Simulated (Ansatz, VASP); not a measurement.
# Two plane-wave programs on BeTe

File POSCAR:

```
BeTe
1.0
    0.0000000000      2.7678082145      2.8736023666
    2.7678082145      0.0000000000      2.8736023666
    2.7678082145      2.7678082145      0.0000000000
Be Te
1 1
Direct
    0.0000000000      0.0000000000      0.0000000000
    0.2500000000      0.2500000000      0.2500000000
```

The input INCAR.step1:

```
SYSTEM = BeTe
PREC = Accurate
ENCUT = 520
EDIFF = 1E-5
ISMEAR = 0
SIGMA = 0.01
LREAL = .False.
LASPH = .True.
NELM = 100
ALGO = Normal
ISIF = 2
LWAVE = .True.
LCHARG = .False.
NBANDS = 11
GGA = PE
```

The input INCAR.step2:

```
SYSTEM = BeTe
PREC = Accurate
ENCUT = 520
EDIFF = 1E-6
ISMEAR = 0
SIGMA = 0.01
LREAL = .False.
LASPH = .True.
NELM = 100
ALGO = Normal
ISIF = 2
LWAVE = .False.
LCHARG = .False.
GGA = PE
LHFCALC = .True.
HFSCREEN = 0.2079
PRECFOCK = Normal
NBANDS = 11
ISTART = 1
```

Contents of KPOINTS:

```
Automatic mesh
0
Gamma
  6 6 6
  0 0 0
```

Input for Ansatz:

```yaml
crystal:
  lattice:
    - [0.0, 2.7678082145, 2.8736023666]
    - [2.7678082145, 0.0, 2.8736023666]
    - [2.7678082145, 2.7678082145, 0.0]
  atoms:
    - { symbol: Be, position: [0.0, 0.0, 0.0] }
    - { symbol: Te, position: [0.25, 0.25, 0.25] }
kpoints:
  mp_grid: { grid: [6, 6, 6] }
  band_path:
    path:
      - [0.0, 0.0, 0.0]
      - [-0.5, -0.5, 0.0]
      - [-0.375, -0.375, 0.25]
      - [-0.375, 0.0, 0.375]
      - [0.0, 0.0, 0.5]
      - [-0.5, -0.25, 0.25]
      - [0.0, 0.5, 0.5]
    npoints: 1
hamiltonian:
  xc: hse06
scf:
  occupations: { method: fixed }
  n_extra_bands: 4
output:
  forces: true
  stress: true
  eigenvalues: true
  write_density: true
  write_potential: true
  elf: true
  volumetric_format: npy
```

Change from the starting cell: epitaxial_xy strain -2.1%.

Alike in both runs: task single point; functional HSE06; k mesh 6 × 6 × 6; no spin polarisation.

|  | VASP | Ansatz |
| --- | --- | --- |
| version | VASP 6.6.1 | Ansatz 0.2.0 |
| potentials or method | VASP PAW PBE potentials, release 64 (Be, Te) | plane waves, PAW |
| plane-wave cutoff (eV) | 520 | 420 |
| occupations | gaussian, width 0.01 eV | fixed |
| valence electrons in the cell | 8 | 18 |

```tsv
	VASP	Ansatz	Ansatz less VASP
gap on the k mesh at the Fermi level (eV)	2.44	2.46	+0.022
pressure (GPa)	0.7	0.9	+0.12
traceless stress, the component that is largest in VASP (GPa)	-1.76	-1.76	-0.005
```

VASP's potentials hold 8 valence electrons a cell and Ansatz's 18, so a difference there can come from the potentials and not from the codes. Ansatz's warnings: stress exchange threshold loose, stress scf threshold loose.

Neither program's run includes spin-orbit coupling.
